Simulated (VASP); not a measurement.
A run of VASP 6.6.1 is set up as follows.

File INCAR:

```
SYSTEM = MnSe
PREC = Accurate ; ENCUT = 520
EDIFF = 1E-6 ; ISMEAR = 0
SIGMA = 0.05 ; LREAL = .FALSE.
LASPH = .TRUE. ; NELM = 150
ALGO = Normal ; ISIF = 2
LWAVE = .FALSE. ; LCHARG = .FALSE.
ISPIN = 2 ; MAGMOM = 5 0
LORBIT = 11 ; LMAXMIX = 4
GGA = CA ; NBANDS = 20
```

Contents of KPOINTS:

```
Automatic mesh
0
G
  10 10 10
  0 0 0
```

File POSCAR:

```
MnSe
1.0
    0.0000000000      2.9099991734      2.9099991734
    2.9099991734      0.0000000000      2.9099991734
    2.9099991734      2.9099991734      0.0000000000
Mn Se
1 1
Direct
    0.0000000000      0.0000000000      0.0000000000
    0.7500000000      0.7500000000      0.7500000000
```

Potentials or basis: VASP PAW LDA potentials, release 64 (Mn_pv, Se).

The run is started by

```console
$ cat potpaw_LDA.64/Mn_pv/POTCAR potpaw_LDA.64/Se/POTCAR > POTCAR
$ mpirun -np 1 vasp_std > vasp.out
```

Predict the site moments.

Mn +4.16; Se +0.09 μB.

Predict the net moment.

4.72 μB per cell.

Estimate the pressure.

-3.7 GPa.

Caveat: the cell stands under tension; a cell with one magnetic atom can't hold antiferromagnetic order, which such compounds often take.
